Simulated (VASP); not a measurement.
# GdFeTe (P4/nmm) in VASP: single point with PBE

Aim: the single point of GdFeTe with PBE.

Everything below comes from runs of VASP 6.6.1. Logs are shortened: lines on timing, memory, paths and dates and some standing lists are left out, and cuts for length are marked.

## Step 1: The cell of the first run

Symmetry: P4/nmm, No. 129, tetragonal system. Conventional cell: a = 4.147 Å, b = 4.147 Å, c = 8.889 Å, α = 90.00°, β = 90.00°, γ = 90.00°. Te (site symmetry 4mm) has 5 Gd at 3.06 to 3.16 Å and 8 Te at 3.72 to 4.15 Å and 4 Fe at 3.90 Å within 4.2 Å. Within 3.9 Å of Fe (site symmetry -4m2) lie 4 Fe at 2.93 Å and 4 Gd at 3.19 Å and 4 Te at 3.90 Å. Gd (site symmetry 4mm) has 5 Te at 3.06 to 3.16 Å and 4 Fe at 3.19 Å and 4 Gd at 4.15 Å within 4.2 Å.

## Step 2: Single point, PBE, collinear spin, ferromagnetic start

Input file INCAR:

```
  ALGO = Normal
  EDIFF = 1E-6
  ENCUT = 520
  GGA = PE
  ISIF = 2
  ISMEAR = -1
  ISPIN = 2
  LASPH = True
  LCHARG = False
  LMAXMIX = 6
  LORBIT = 11
  LREAL = False
  LWAVE = False
  MAGMOM = 0 0 4 4 7 7
  NBANDS = 45
  NELM = 150
  PREC = Accurate
  SIGMA = 0.0153
```

Input file KPOINTS:

```
k-points
0
Gamma
  6 6 3
```

Input file POSCAR:

```
GdFeTe
1.0
    4.1465873400      0.0000000000      0.0000000000
    0.0000000000      4.1465873400      0.0000000000
    0.0000000000      0.0000000000      8.8890349900
Te Fe Gd
2 2 2
Direct
    0.0000000000      0.5000000000      0.6287000000
    0.5000000000      0.0000000000      0.3713000000
    0.0000000000      0.0000000000      0.0000000000
    0.5000000000      0.5000000000      0.0000000000
    0.0000000000      0.5000000000      0.2734000000
    0.5000000000      0.0000000000      0.7266000000
```

Potentials or basis: VASP PAW PBE potentials, release 64 (Te, Fe, Gd).

The run is started by

```sh
$ cat potpaw_PBE.64/Te/POTCAR potpaw_PBE.64/Fe/POTCAR potpaw_PBE.64/Gd/POTCAR > POTCAR
$ mpirun -np 1 vasp_std > vasp.out
```

OUTCAR:

```text
EDIFF = 1E-6
   ENCUT = 520
   GGA = PE
   ISIF = 2
   ISMEAR = -1
   ISPIN = 2
   LASPH = True
   LORBIT = 11
   LREAL = False
   NELM = 150
   PREC = Accurate

 ion  position               nearest neighbor table
   1  0.000  0.500  0.629-   6 3.06   6 3.06   6 3.06   6 3.06   5 3.16
   2  0.500  0.000  0.371-   5 3.06   5 3.06   5 3.06   5 3.06   6 3.16
   3  0.000  0.000  0.000-   4 2.93   4 2.93   4 2.93   4 2.93   5 3.19   6 3.19   6 3.19   5 3.19

   4  0.500  0.500  0.000-   3 2.93   3 2.93   3 2.93   3 2.93   6 3.19   6 3.19   5 3.19   5 3.19

   5  0.000  0.500  0.273-   2 3.06   2 3.06   2 3.06   2 3.06   1 3.16   3 3.19   4 3.19   4 3.19
                             3 3.19
   6  0.500  0.000  0.727-   1 3.06   1 3.06   1 3.06   1 3.06   2 3.16   4 3.19   4 3.19   3 3.19
                             3 3.19

  LATTYP: Found a simple tetragonal cell.
 ALAT       =     4.1465873400
 C/A-ratio  =     2.1436989652

  Lattice vectors:

 A1 = (   4.1465873400,   0.0000000000,   0.0000000000)
 A2 = (   0.0000000000,   4.1465873400,   0.0000000000)
 A3 = (   0.0000000000,   0.0000000000,   8.8890349900)

Analysis of symmetry for initial positions (statically):
=====================================================================
 Subroutine PRICEL returns:
 Original cell was already a primitive cell.

 Routine SETGRP: Setting up the symmetry group for a
 simple tetragonal supercell.

 Subroutine GETGRP returns: Found 16 space group operations
 (whereof  8 operations were pure point group operations)
 out of a pool of 16 trial point group operations.

The static configuration has the point symmetry D_2d.
 The point group associated with its full space group is D_4h.

Analysis of symmetry for dynamics (positions and initial velocities):
=====================================================================
 Subroutine PRICEL returns:
 Original cell was already a primitive cell.

 Routine SETGRP: Setting up the symmetry group for a
 simple tetragonal supercell.

 Subroutine GETGRP returns: Found 16 space group operations
 (whereof  8 operations were pure point group operations)
 out of a pool of 16 trial point group operations.

The dynamic configuration has the point symmetry D_2d.
 The point group associated with its full space group is D_4h.

Analysis of structural, dynamic, and magnetic symmetry:
[... 150 lines left out ...]
 NGX is ok and might be reduce to    32
   NGX = 15   NGY = 15   NGZ = 33

 number of electron      64.0000013 magnetization      19.2781469

 Free energy of the ion-electron system (eV)
  ---------------------------------------------------
  ext. energy  EPLUGINS =         0.00000000
  ---------------------------------------------------
  free energy    TOTEN  =       -47.65839602 eV

  energy without entropy =      -47.65410551  energy(sigma->0) =      -47.65625076

 E-fermi :   4.9755     XC(G=0): -10.2531

 val. band max:        4.9747202248   @ k =   0.0000   0.0000   0.0000
 cond. band min:       5.0072262634   @ k =   0.0000   0.0000   0.3333
 fundamental gap:      0.0325060385
 Fermi energy:         4.9754658478

 spin component 1

 k-point     1 :       0.0000    0.0000    0.0000
  band No.  band energies     occupation
      1     -40.0759      1.00000
      2     -40.0751      1.00000
      3     -17.5053      1.00000
      4     -17.5006      1.00000
      5     -17.5006      1.00000
      6     -17.4952      1.00000
[... 929 lines left out ...]
     43       5.3511      0.00000
     44       5.3511      0.00000
 Fermi energy:         4.9754658478

 spin component 2

 k-point     1 :       0.0000    0.0000    0.0000
  band No.  band energies     occupation
      1     -37.0173      1.00000
      2     -37.0161      1.00000
      3     -15.4484      1.00000
      4     -15.3812      1.00000
      5     -15.3812      1.00000
      6     -15.3746      1.00000
[... 929 lines left out ...]
     43       6.3016      0.00000
     44       6.3016      0.00000
 [bands above 44 left out]

------------------------ aborting loop because EDIFF is reached ----------------------------------------

  FORCE on cell =-STRESS in cart. coord.  units (eV):
  Direction    XX          YY          ZZ          XY          YZ          ZX
  --------------------------------------------------------------------------------------
  -------------------------------------------------------------------------------------
  Total       -1.0443228     -1.0443228      1.4934367      0.0000000      0.0000000      0.0000000
  in kB      -10.9473520    -10.9473520     15.6552911      0.0000000      0.0000000      0.0000000
  external PRESSURE =      -2.0798043 kB  Pullay stress =       0.0000000 kB

 VOLUME and BASIS-vectors are now :
 -----------------------------------------------------------------------------
  energy-cutoff  :      520.00
  volume of cell :      152.84
      direct lattice vectors                 reciprocal lattice vectors
     4.146587340  0.000000000  0.000000000     0.241162170  0.000000000  0.000000000
     0.000000000  4.146587340  0.000000000     0.000000000  0.241162170  0.000000000
     0.000000000  0.000000000  8.889034990     0.000000000  0.000000000  0.112498151

 POSITION                                       TOTAL-FORCE (eV/Angst)
 -----------------------------------------------------------------------------------
      0.00000      2.07329      5.58854         0.000000      0.000000      0.535724
      2.07329      0.00000      3.30050        -0.000000      0.000000     -0.535724
      0.00000      0.00000      0.00000         0.000000     -0.000000     -0.000000
      2.07329      2.07329      0.00000         0.000000      0.000000     -0.000000
      0.00000      2.07329      2.43026        -0.000000      0.000000     -0.654763
      2.07329      0.00000      6.45877         0.000000      0.000000      0.654763
 -----------------------------------------------------------------------------------
    total drift:                                0.000000     -0.000000      0.000000

  FREE ENERGIE OF THE ION-ELECTRON SYSTEM (eV)
  ---------------------------------------------------
  free  energy   TOTEN  =       -47.6583960168 eV

  energy  without entropy=      -47.6541055101  energy(sigma->0) =      -47.65625076

 total charge

# of ion       s       p       d       f       tot
--------------------------------------------------
    1        1.356   2.119   0.030   0.000   3.504
    2        1.356   2.119   0.030   0.000   3.504
    3        0.438   0.172   6.109   0.000   6.719
    4        0.438   0.172   6.109   0.000   6.719
    5        2.033   5.609   0.512   7.064  15.218
    6        2.033   5.609   0.512   7.064  15.218
--------------------------------------------------
tot          7.653  15.801  13.300  14.128  50.883

 magnetization (x)

# of ion       s       p       d       f       tot
--------------------------------------------------
    1       -0.002   0.006   0.000   0.000   0.004
    2       -0.002   0.006   0.000   0.000   0.004
    3        0.019  -0.002   2.763   0.000   2.780
    4        0.019  -0.002   2.763   0.000   2.780
    5       -0.009  -0.081   0.017   6.739   6.666
    6       -0.009  -0.081   0.017   6.739   6.666
--------------------------------------------------
tot          0.015  -0.153   5.561  13.478  18.900
```

It took 16 min on 1 thread of Intel Xeon Platinum 8488C (Sapphire Rapids), shared host; peak memory 0.46 GiB.

What came out:

| Item | Value |
| --- | --- |
| Free energy | -47.6584 eV |
| Pressure | -0.2 GPa |
| Largest force | 0.655 eV/Å |
| Net moment | 19.28 μB per cell |
| Site moments | Te +0.00; Fe +2.78; Gd +6.67 μB |
| Valence electrons inside the program's atomic spheres | Te 3.50; Fe 6.72; Gd 15.22 |

Forces on the atoms (eV/Å):
```
Te   0.000  0.000  0.536
Te   0.000  0.000 -0.536
Fe   0.000  0.000  0.000
Fe   0.000  0.000  0.000
Gd   0.000  0.000 -0.655
Gd   0.000  0.000  0.655
```

Stress tensor (GPa, compression positive):
```
-1.09  0.00  0.00
 0.00 -1.09  0.00
 0.00  0.00  1.57
```

Caveat: spin-orbit coupling is left out, which moves the levels of the heavy elements; semilocal functionals describe open f shells poorly, which spoils levels, moments and volumes; only a ferromagnetic start was run, and an antiferromagnetic order may lie lower in energy.
